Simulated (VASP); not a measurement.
# TaMo2C3 (R3m) in VASP: single point with PBE

Aim: the single point of TaMo2C3 with PBE.

All numbers are computed with VASP 6.6.1; they aren't measurements. Logs are shortened: lines on timing, memory, paths and dates and some standing lists are left out, and cuts for length are marked.

## 1. The cell of the first run

The structure is trigonal, space group R3m (No. 160). Conventional cell: a = 4.721 Å, b = 4.721 Å, c = 15.553 Å, α = 90.00°, β = 90.00°, γ = 120.00°. Ta (site symmetry 3m) has 3 C at 2.25 Å and 6 Mo at 2.92 to 3.11 Å within 3.2 Å. Mo (site symmetry 3m) has 3 C at 2.23 Å and 1 Mo at 2.53 Å and 3 Ta at 2.92 Å within 3.0 Å. Mo (site symmetry 3m) has 3 C at 1.96 Å and 1 Mo at 2.53 Å within 2.6 Å. C (site symmetry m) has 2 C at 1.49 Å and 1 Mo at 1.96 Å within 2.0 Å.

The cell was generated, and may not be a known phase.

## 2. Single point, PBE, collinear spin

INCAR reads:

```
SYSTEM = TaMo2C3
PREC = Accurate ; ENCUT = 600
EDIFF = 1E-6 ; ISMEAR = 0
SIGMA = 0.1 ; LREAL = .False.
LASPH = .True. ; NELM = 200
ALGO = Normal ; ISIF = 2
LWAVE = .False. ; LCHARG = .False.
ISPIN = 2 ; MAGMOM = 0 1 1 0 0 0
LORBIT = 11 ; LMAXMIX = 4
GGA = PE ; NBANDS = 38
GGA_COMPAT = .False.
```

KPOINTS reads:

```
regular mesh
0
Gamma
  6 6 6
  0 0 0
```

POSCAR reads:

```
TaMo2C3
1.0
    2.3605093022      1.3628406811      5.1843947076
   -2.3605093022      1.3628406811      5.1843947076
    0.0000000000     -2.7256813621      5.1843947076
Ta Mo C
1 2 3
Direct
    0.1836229271      0.1836229271      0.1836229271
    0.4499784814      0.4499784814      0.4499784814
    0.6126946045      0.6126946045      0.6126946045
    0.4226761778      0.1076928515      0.4226761778
    0.1076928515      0.4226761778      0.4226761778
    0.4226761778      0.4226761778      0.1076928515
```

Potentials or basis: VASP PAW PBE potentials, release 64 (Ta_pv, Mo_sv, C).

The run is started by

```bash
$ cat potpaw_PBE.64/Ta_pv/POTCAR potpaw_PBE.64/Mo_sv/POTCAR potpaw_PBE.64/C/POTCAR > POTCAR
$ mpirun -np 1 vasp_std > vasp.out
```

OUTCAR:

```text
SYSTEM = TaMo2C3
   PREC = Accurate
   ENCUT = 600
   EDIFF = 1E-6
   ISMEAR = 0
   LREAL = .False.
   LASPH = .True.
   NELM = 200
   ISIF = 2
   ISPIN = 2
   LORBIT = 11
   GGA = PE

 ion  position               nearest neighbor table
   1  0.184  0.184  0.184-   4 2.25   5 2.25   6 2.25   2 2.92   2 2.92   2 2.92   3 3.11   3 3.11
                             3 3.11
   2  0.450  0.450  0.450-   6 2.23   5 2.23   4 2.23   3 2.53   1 2.92   1 2.92   1 2.92
   3  0.613  0.613  0.613-   4 1.96   5 1.96   6 1.96   2 2.53   1 3.11   1 3.11   1 3.11
   4  0.423  0.108  0.423-   5 1.49   6 1.49   3 1.96   2 2.23   1 2.25
   5  0.108  0.423  0.423-   4 1.49   6 1.49   3 1.96   2 2.23   1 2.25
   6  0.423  0.423  0.108-   4 1.49   5 1.49   3 1.96   2 2.23   1 2.25

  LATTYP: Found a trigonal (rhomboedric) cell.
 ALAT       =     5.8572423009
 COS(alpha) =     0.6751708111

  Lattice vectors:

 A1 = (   2.3605093022,   1.3628406811,   5.1843947076)
 A2 = (  -2.3605093022,   1.3628406811,   5.1843947076)
 A3 = (   0.0000000000,  -2.7256813621,   5.1843947076)

Analysis of symmetry for initial positions (statically):
=====================================================================
 Subroutine PRICEL returns:
 Original cell was already a primitive cell.

 Routine SETGRP: Setting up the symmetry group for a
 trigonal (rhombohedral) supercell.

 Subroutine GETGRP returns: Found  6 space group operations
 (whereof  6 operations were pure point group operations)
 out of a pool of 12 trial point group operations.

The static configuration has the point symmetry C_3v.

Analysis of symmetry for dynamics (positions and initial velocities):
=====================================================================
 Subroutine PRICEL returns:
 Original cell was already a primitive cell.

 Routine SETGRP: Setting up the symmetry group for a
 trigonal (rhombohedral) supercell.

 Subroutine GETGRP returns: Found  6 space group operations
 (whereof  6 operations were pure point group operations)
 out of a pool of 12 trial point group operations.

The dynamic configuration has the point symmetry C_3v.

Analysis of structural, dynamic, and magnetic symmetry:
=====================================================================
 Subroutine PRICEL returns:
 Original cell was already a primitive cell.

 Routine SETGRP: Setting up the symmetry group for a
 trigonal (rhombohedral) supercell.

 Subroutine GETGRP returns: Found  6 space group operations
 (whereof  6 operations were pure point group operations)
 out of a pool of 12 trial point group operations.

[... 147 lines left out ...]

 number of electron      51.0000001 magnetization      -0.0006668

 Free energy of the ion-electron system (eV)
  ---------------------------------------------------
  ext. energy  EPLUGINS =         0.00000000
  ---------------------------------------------------
  free energy    TOTEN  =       -54.45507665 eV

  energy without entropy =      -54.43160212  energy(sigma->0) =      -54.44333939

 E-fermi :   5.2029     XC(G=0): -10.4579

 val. band max:        5.1906429437   @ k =  -0.3333   0.3333   0.1667
 cond. band min:       5.2105608184   @ k =  -0.3333   0.1667  -0.0000
 fundamental gap:      0.0199178746
 Fermi energy:         5.2029369427

 spin component 1

 k-point     1 :       0.0000    0.0000    0.0000
  band No.  band energies     occupation
      1     -55.8505      1.00000
      2     -55.1970      1.00000
      3     -30.2188      1.00000
      4     -30.2188      1.00000
      5     -30.0826      1.00000
      6     -29.8399      1.00000
[... 949 lines left out ...]
     36      10.6290      0.00000
     37      11.8918      0.00000

 [... further k-points ...]

 spin component 2

 k-point     1 :       0.0000    0.0000    0.0000
  band No.  band energies     occupation
      1     -55.8505      1.00000
      2     -55.1974      1.00000
      3     -30.2188      1.00000
      4     -30.2188      1.00000
      5     -30.0826      1.00000
      6     -29.8399      1.00000
[... 949 lines left out ...]
     36      10.6289      0.00000
     37      11.8917      0.00000

 [... further k-points ...]

 [bands above 37 left out]

------------------------ aborting loop because EDIFF is reached ----------------------------------------

  FORCE on cell =-STRESS in cart. coord.  units (eV):
  Direction    XX          YY          ZZ          XY          YZ          ZX
  --------------------------------------------------------------------------------------
  -------------------------------------------------------------------------------------
  Total        0.0327436      0.0327436      0.2376538      0.0000000      0.0000000      0.0000000
  in kB        0.5242475      0.5242475      3.8050052      0.0000000      0.0000000      0.0000000
  external PRESSURE =       1.6178334 kB  Pullay stress =       0.0000000 kB

 VOLUME and BASIS-vectors are now :
 -----------------------------------------------------------------------------
  energy-cutoff  :      600.00
  volume of cell :      100.07
      direct lattice vectors                 reciprocal lattice vectors
     2.360509302  1.362840681  5.184394708     0.211818695  0.122293581  0.064295516
    -2.360509302  1.362840681  5.184394708    -0.211818695  0.122293581  0.064295516
     0.000000000 -2.725681362  5.184394708     0.000000000 -0.244587161  0.064295516

 POSITION                                       TOTAL-FORCE (eV/Angst)
 -----------------------------------------------------------------------------------
      0.00000      0.00000      2.85592         0.000000     -0.000000     -0.052030
      0.00000      0.00000      6.99860         0.000000      0.000000      0.024232
      0.00000      0.00000      9.52935         0.000000      0.000000      0.037014
      0.74352     -0.42927      4.94096         0.104543     -0.060358     -0.003072
     -0.74352     -0.42927      4.94096        -0.104543     -0.060358     -0.003072
      0.00000      0.85854      4.94096         0.000000      0.120716     -0.003072
 -----------------------------------------------------------------------------------
    total drift:                               -0.000000      0.000000     -0.000141

  FREE ENERGIE OF THE ION-ELECTRON SYSTEM (eV)
  ---------------------------------------------------
  free  energy   TOTEN  =       -54.4550766541 eV

  energy  without entropy=      -54.4316021160  energy(sigma->0) =      -54.44333939

 total charge

# of ion       s       p       d       tot
------------------------------------------
    1        0.349   6.122   2.237   8.708
    2        2.359   6.143   3.920  12.422
    3        2.408   6.218   4.105  12.731
    4        0.882   1.650   0.000   2.532
    5        0.882   1.650   0.000   2.532
    6        0.882   1.650   0.000   2.532
--------------------------------------------------
tot          7.763  23.432  10.262  41.457

 magnetization (x)

# of ion       s       p       d       tot
------------------------------------------
    1        0.000  -0.000   0.000   0.000
    2       -0.000  -0.000  -0.000  -0.000
    3       -0.000  -0.000  -0.000  -0.000
    4       -0.000  -0.000   0.000  -0.000
    5       -0.000  -0.000   0.000  -0.000
    6       -0.000  -0.000   0.000  -0.000
--------------------------------------------------
tot         -0.000  -0.000  -0.000  -0.001
```

Wall time 13 min (1 thread of Intel Xeon 8259CL, shared host); peak memory 0.56 GiB.

Results:

| Quantity | Value |
| --- | --- |
| Free energy | -54.4551 eV |
| Pressure | 0.2 GPa |
| Largest force | 0.121 eV/Å |
| Net moment | 0.00 μB per cell |
| Valence electrons inside the program's atomic spheres | Ta 8.71; Mo 12.42, 12.73; C 2.53 |

Forces on the atoms (eV/Å):
```
Ta   0.000  0.000 -0.052
Mo   0.000  0.000  0.024
Mo   0.000  0.000  0.037
C    0.105 -0.060 -0.003
C   -0.105 -0.060 -0.003
C    0.000  0.121 -0.003
```

Levels at points of the mesh, in eV from the Fermi level:
Spin up:
| k point | band 24 | band 25 | band 26 | band 27 | band 28 | band 29 |
| --- | --- | --- | --- | --- | --- | --- |
| (0.00, 0.00, 0.00) | -0.76 | -0.36 | -0.36 | 0.42 | 1.43 | 1.43 |
| (0.50, 0.00, 0.00) | -0.92 | -0.60 | 0.34 | 0.40 | 0.96 | 2.03 |
| (0.50, 0.50, 0.00) | -0.63 | -0.38 | 0.50 | 0.72 | 1.02 | 1.68 |
| (0.50, 0.50, 0.50) | -0.78 | -0.50 | -0.50 | 1.62 | 1.62 | 1.67 |
Spin down:
```
           k point  band 22  band 23  band 24  band 25  band 26  band 27  band 28  band 29  band 30  band 31
(0.00, 0.00, 0.00)    -1.93    -1.93    -0.76    -0.36    -0.36     0.42     1.43     1.43     2.29     2.29
(0.50, 0.00, 0.00)    -1.57    -1.17    -0.92    -0.60     0.34     0.40     0.96     2.03     2.46     2.70
(0.50, 0.50, 0.00)    -1.37    -0.87    -0.63    -0.38     0.50     0.72     1.02     1.68     1.79     2.50
(0.50, 0.50, 0.50)    -1.69    -0.78    -0.78    -0.50    -0.50     1.62     1.62     1.67     2.06     2.06
```

Caveat: spin-orbit coupling is left out, which moves the levels of the heavy elements.
